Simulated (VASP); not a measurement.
# Hf (Fd-3m) in VASP: notebook, part 2 of 2

VASP 6.6.1. Earlier steps stand in the parts before.

**3. Relaxation of cell and atoms, PBE**

This run uses another cell than the first one, of 35.46 Å³/atom, 1.011 times its volume.

Contents of INCAR:

```
  PREC = Accurate
  ENCUT = 600
  EDIFF = 1E-6
  ISMEAR = 0
  SIGMA = 0.1
  LREAL = F
  LASPH = T
  NELM = 80
  ALGO = Fast
  ISIF = 3
  LWAVE = F
  LCHARG = F
  GGA = PE
  IBRION = 2
  NSW = 100
  EDIFFG = -0.01
```

Contents of KPOINTS:

```
regular mesh
0
Gamma
  14 14 14
```

Contents of POSCAR:

```
Hf
1.0
    0.0000000000      3.2854843301      3.2854843301
    3.2854843301      0.0000000000      3.2854843301
    3.2854843301      3.2854843301      0.0000000000
Hf
2
Direct
    0.0000000000      0.0000000000      0.0000000000
    0.2500000000      0.2500000000      0.2500000000
```

Potentials or basis: VASP PAW PBE potentials, release 64 (Hf_pv).

Run with:

```bash
$ cat potpaw_PBE.64/Hf_pv/POTCAR > POTCAR
$ mpirun -np 1 vasp_std > vasp.out
```

Wall time 4.6 min (1 thread of Intel Xeon 6975P-C, shared host); peak memory 0.32 GiB.

The run converged. Its results:

```
Free energy                            : -14.4863 eV
Relaxed volume                         : 34.90 Å³/atom
Relaxed cell                           : a = 4.622 Å, b = 4.622 Å, c = 4.622 Å, α = 60.00°, β = 60.00°, γ = 60.00°
Space group after relaxing (to 0.05 Å) : Fd-3m (No. 227)
Energy gained by relaxing              : 1.0 meV/atom
Ionic steps                            : 2
Pressure after relaxing                : 0.0 GPa
Band gap on the k mesh                 : zero (band 10 reaches 1.91 eV, above the bottom of band 11 at 1.28 eV)
```

The path:
| step | energy change (eV) | largest force (eV/Å) | pressure (GPa) | volume (Å³) |
| --- | --- | --- | --- | --- |
| 1 | 0.0000 | 0.0000 | -0.50 | 70.93 |
| 2 | -0.0020 | 0.0000 | -0.02 | 69.80 |

Final structure:
```xyz
2
Lattice="0.0000 3.2680 3.2680 3.2680 0.0000 3.2680 3.2680 3.2680 0.0000" Properties=species:S:1:pos:R:3 pbc="T T T"
Hf    3.2680    3.2680    6.5359
Hf    1.6340    1.6340    1.6340
```

Levels at points of the mesh, in eV from the Fermi level:
```
           k point  band 7  band 8  band 9  band 10  band 11  band 12  band 13  band 14
(0.00, 0.00, 0.00)   -5.10   -0.30   -0.30     0.15     0.15     0.15     2.06     2.06
(0.50, 0.00, 0.00)   -3.01   -0.85   -0.27    -0.27    -0.06     0.21     0.21     3.05
(0.50, 0.50, 0.00)   -1.26   -1.26   -1.20    -1.20     0.34     0.34     2.12     2.12
```

Caveat: spin-orbit coupling is left out, which moves the levels of the heavy elements.

**4. Single point, PBE**

This run uses another cell than the first one, of 25.44 Å³/atom, 0.725 times its volume.

Contents of INCAR:

```
PREC = Accurate
ENCUT = 500
EDIFF = 1E-6
ISMEAR = 0
SIGMA = 0.1
LREAL = False
LASPH = True
NELM = 120
ALGO = Normal
ISIF = 2
LWAVE = False
LCHARG = False
GGA = PE
NBANDS = 17
GGA_COMPAT = False
```

Contents of KPOINTS:

```
regular mesh
0
Gamma
  6 6 6
```

Contents of POSCAR:

```
Hf
1.0
    0.0000000000      2.9408856234      2.9408856234
    2.9408856234      0.0000000000      2.9408856234
    2.9408856234      2.9408856234      0.0000000000
Hf
2
Direct
    0.5000000000      0.5000000000      0.5000000000
    0.7500000000      0.7500000000      0.7500000000
```

Potentials or basis: VASP PAW PBE potentials, release 64 (Hf_pv).

Run with:

```bash
$ cat potpaw_PBE.64/Hf_pv/POTCAR > POTCAR
$ mpirun -np 1 vasp_std > vasp.out
```

OUTCAR:

```text
PREC = Accurate
   ENCUT = 500
   EDIFF = 1E-6
   ISMEAR = 0
   LREAL = False
   LASPH = True
   NELM = 120
   ISIF = 2
   GGA = PE

 ion  position               nearest neighbor table
   1  0.500  0.500  0.500-   2 2.55   2 2.55   2 2.55   2 2.55
   2  0.750  0.750  0.750-   1 2.55   1 2.55   1 2.55   1 2.55

  LATTYP: Found a face centered cubic cell.
 ALAT       =     5.8817712468

  Lattice vectors:

 A1 = (   0.0000000000,   2.9408856234,   2.9408856234)
[... 496 lines left out ...]

------------------------ aborting loop because EDIFF is reached ----------------------------------------

  FORCE on cell =-STRESS in cart. coord.  units (eV):
  Direction    XX          YY          ZZ          XY          YZ          ZX
  --------------------------------------------------------------------------------------
  -------------------------------------------------------------------------------------
  Total        4.1590192      4.1590192      4.1590192      0.0000000      0.0000000     -0.0000000
  in kB      130.9896895    130.9896895    130.9896895      0.0000000      0.0000000     -0.0000000
  external PRESSURE =     130.9896895 kB  Pullay stress =       0.0000000 kB

 VOLUME and BASIS-vectors are now :
 -----------------------------------------------------------------------------
  energy-cutoff  :      500.00
  volume of cell :       50.87
      direct lattice vectors                 reciprocal lattice vectors
     0.000000000  2.940885623  2.940885623    -0.170016813  0.170016813  0.170016813
     2.940885623  0.000000000  2.940885623     0.170016813 -0.170016813  0.170016813
     2.940885623  2.940885623  0.000000000     0.170016813  0.170016813 -0.170016813

 POSITION                                       TOTAL-FORCE (eV/Angst)
 -----------------------------------------------------------------------------------
      2.94089      2.94089      2.94089         0.000000      0.000000      0.000000
      4.41133      4.41133      4.41133        -0.000000     -0.000000     -0.000000
 -----------------------------------------------------------------------------------
    total drift:                                0.000000     -0.000000     -0.000000

  FREE ENERGIE OF THE ION-ELECTRON SYSTEM (eV)
  ---------------------------------------------------
  free  energy   TOTEN  =       -13.8696161454 eV

  energy  without entropy=      -13.8597347263  energy(sigma->0) =      -13.86467544
```

Wall time 12 s (1 thread of Intel Xeon 6975P-C (Granite Rapids), shared host); peak memory 0.16 GiB.

Results:

```yaml
Free_energy: -13.8696 eV
Pressure: 13.1 GPa
Band_gap_on_the_k_mesh: zero (band 10 reaches 3.67 eV, above the bottom of band 11 at 3.38 eV)
```

Caveat: spin-orbit coupling is left out, which moves the levels of the heavy elements.

**5. Single point, PBE**

This run uses another cell than the first one, of 35.46 Å³/atom, 1.011 times its volume.

Contents of INCAR:

```
SYSTEM = Hf
ALGO = Normal
EDIFF = 1E-6
ENCUT = 500
GGA = PE
GGA_COMPAT = .False.
ISIF = 2
ISMEAR = 0
LASPH = .True.
LCHARG = .True.
LELF = .True.
LREAL = .False.
LVHAR = .True.
LWAVE = .False.
NBANDS = 17
NELM = 120
PREC = Accurate
SIGMA = 0.1
```

Contents of KPOINTS:

```
k-points
0
Gamma
  6 6 6
  0 0 0
```

Contents of POSCAR:

```
Hf
1.0
    0.0000000000      3.2854843301      3.2854843301
    3.2854843301      0.0000000000      3.2854843301
    3.2854843301      3.2854843301      0.0000000000
Hf
2
Direct
    0.5000000000      0.5000000000      0.5000000000
    0.7500000000      0.7500000000      0.7500000000
```

Run with:

```bash
$ cat potpaw_PBE.64/Hf_pv/POTCAR > POTCAR
$ mpirun -np 1 vasp_std > vasp.out
```

It took 20 s on 1 thread of Intel Xeon 6975P-C (Granite Rapids), shared host; peak memory 0.19 GiB.

It converged, with:

| Quantity | Value |
| --- | --- |
| Free energy | -14.4849 eV |
| Pressure | -0.1 GPa |
| Band gap on the k mesh | zero (band 10 reaches 1.85 eV, above the bottom of band 11 at 1.29 eV) |

Levels at points of the mesh, in eV from the Fermi level:
| k point | band 8 | band 9 | band 10 | band 11 | band 12 | band 13 |
| --- | --- | --- | --- | --- | --- | --- |
| (0.00, 0.00, 0.00) | -0.28 | -0.28 | 0.14 | 0.14 | 0.14 | 2.03 |
| (0.50, 0.00, 0.00) | -0.84 | -0.25 | -0.25 | -0.08 | 0.21 | 0.21 |
| (0.50, 0.50, 0.00) | -1.24 | -1.23 | -1.23 | 0.34 | 0.34 | 2.10 |

Caveat: spin-orbit coupling is left out, which moves the levels of the heavy elements.

**6. Relaxation of cell and atoms, PBE**

This run uses another cell than the first one, of 25.44 Å³/atom, 0.725 times its volume.

Contents of INCAR:

```
PREC = Accurate
ENCUT = 500
EDIFF = 1E-7
ISMEAR = 0
SIGMA = 0.1
LREAL = F
LASPH = T
NELM = 120
ALGO = Normal
ISIF = 3
LWAVE = F
LCHARG = F
GGA = PE
IBRION = 2
NSW = 90
EDIFFG = -0.04
GGA_COMPAT = F
NELMIN = 4
```

Contents of KPOINTS:

```
regular mesh
0
Gamma
  6 6 6
```

Contents of POSCAR:

```
Hf
1.0
    0.0000000000      2.9408856234      2.9408856234
    2.9408856234      0.0000000000      2.9408856234
    2.9408856234      2.9408856234      0.0000000000
Hf
2
Direct
    0.5000000000      0.5000000000      0.5000000000
    0.7500000000      0.7500000000      0.7500000000
```

Potentials or basis: VASP PAW PBE potentials, release 64 (Hf_pv).

Run with:

```bash
$ cat potpaw_PBE.64/Hf_pv/POTCAR > POTCAR
$ mpirun -np 1 vasp_std > vasp.out
```

Wall time 31 s (1 thread of Intel Xeon 6975P-C (Granite Rapids), shared host); peak memory 0.17 GiB.

Results (log left out):

```
Free energy                            : -14.4797 eV
Relaxed volume                         : 35.39 Å³/atom
Relaxed cell                           : a = 4.643 Å, b = 4.643 Å, c = 4.643 Å, α = 60.00°, β = 60.00°, γ = 60.00°
Space group after relaxing (to 0.05 Å) : Fd-3m (No. 227)
Energy gained by relaxing              : 305.0 meV/atom
Ionic steps                            : 3
Pressure after relaxing                : -0.1 GPa
Band gap on the k mesh                 : zero (band 10 reaches 1.86 eV, above the bottom of band 11 at 1.30 eV)
```

Step by step:
```csv
step,energy change (eV),largest force (eV/Å),pressure (GPa),volume (Å³)
1,0.0000,0.0000,13.11,50.87
2,-0.5979,0.0000,1.35,67.78
3,-0.6101,0.0000,-0.07,70.78
```

Final structure:
```yaml
crystal:
  lattice:
    - [0.00000, 3.28325, 3.28325]
    - [3.28325, 0.00000, 3.28325]
    - [3.28325, 3.28325, 0.00000]
  atoms:
    - { symbol: Hf, position: [0.50000, 0.50000, 0.50000] }
    - { symbol: Hf, position: [0.75000, 0.75000, 0.75000] }
```

Levels at points of the mesh, in eV from the Fermi level:
```tsv
k point	band 8	band 9	band 10	band 11	band 12	band 13
(0.00, 0.00, 0.00)	-0.28	-0.28	0.14	0.14	0.14	2.03
(0.50, 0.00, 0.00)	-0.85	-0.25	-0.25	-0.08	0.21	0.21
(0.50, 0.50, 0.00)	-1.23	-1.23	-1.23	0.34	0.34	2.10
```

Caveat: the volume moved by over 15 % at a fixed basis, so the end points are rough; spin-orbit coupling is left out, which moves the levels of the heavy elements.

**7. Summary**

```csv
task,cell,k mesh,cutoff (eV),gap on the mesh (eV),pressure (GPa),relaxed volume (Å³/atom)
single point,"a = 4.629 Å, angles 60.0°, 2 atoms",14 × 14 × 14,520,none,-0.2,-
relaxation of cell and atoms,"relaxed from a = 4.646 Å, angles 60.0°, 2 atoms",14 × 14 × 14,600,none,0.0,34.90
single point,"a = 4.159 Å, angles 60.0°, 2 atoms",6 × 6 × 6,500,none,13.1,-
single point,"a = 4.646 Å, angles 60.0°, 2 atoms",6 × 6 × 6,500,none,-0.1,-
relaxation of cell and atoms,"relaxed from a = 4.159 Å, angles 60.0°, 2 atoms",6 × 6 × 6,500,none,-0.1,35.39
```

Alike in all rows: level PBE; potentials or basis VASP PAW PBE potentials, release 64 (Hf_pv); no spin polarisation; smearing gaussian 0.1 eV.

Caveats: spin-orbit coupling is left out, which moves the levels of the heavy elements; the volume moved by over 15 % at a fixed basis, so the end points are rough (some runs).

Total energies depend on the potentials used, so only differences within one code and one set of settings carry meaning.
